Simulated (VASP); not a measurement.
Runs of VASP 6.6.1 on NaF. The structure is that of space group Fm-3m (No. 225), or close to it. The cells are those of the table. 

| level | cell | k mesh | smearing | grid for exact exchange (PRECFOCK) | share of exact exchange | screening parameter | gap on the mesh (eV) | pressure (GPa) |
| --- | --- | --- | --- | --- | --- | --- | --- | --- |
| HSE06 | a = 3.196 Å, angles 60.0°, 2 atoms | 6 × 6 × 6 | gaussian 0.01 eV | Normal | 0.25 | 0.2079 1/Å | 8.91 | 4.8 |
| r2SCAN | a = 3.282 Å, angles 59.3°, 2 atoms | 10 × 10 × 10 | gaussian 0.01 eV | - | - | - | 7.22 | -1.5 |
| r2SCAN | a = 3.249, b = 3.249, c = 3.213 Å, angles 60.4, 60.4, 60.7°, 2 atoms | 10 × 10 × 10 | gaussian 0.01 eV | - | - | - | 7.29 | -0.7 |
| PBE | a = 3.196 Å, angles 60.0°, 2 atoms | 10 × 10 × 10 | fermi-dirac 0.02 eV | - | - | - | 6.72 | (a) |
| PBE | a = 3.282 Å, angles 59.3°, 2 atoms | 10 × 10 × 10 | fermi-dirac 0.02 eV | - | - | - | 6.34 | (b) |
| r2SCAN | a = 3.196 Å, angles 60.0°, 2 atoms | 10 × 10 × 10 | gaussian 0.01 eV | - | - | - | 7.61 | 2.3 |
| PBE | a = 3.249, b = 3.249, c = 3.213 Å, angles 60.4, 60.4, 60.7°, 2 atoms | 10 × 10 × 10 | fermi-dirac 0.02 eV | - | - | - | (c) | 3.5 |

Alike in all rows: task single point; potentials or basis VASP PAW PBE potentials, release 64 (Na_pv, F); no spin polarisation; cutoff (eV) 520.

Fill in the values left out.

(a) 6.9; (b) 2.6; (c) 6.41.

Caveats: the PAW data sets were made with another functional, which shifts forces and pressure a little (at least some runs); the cell stands under pressure (at least some runs).

A k mesh can miss the band edges.
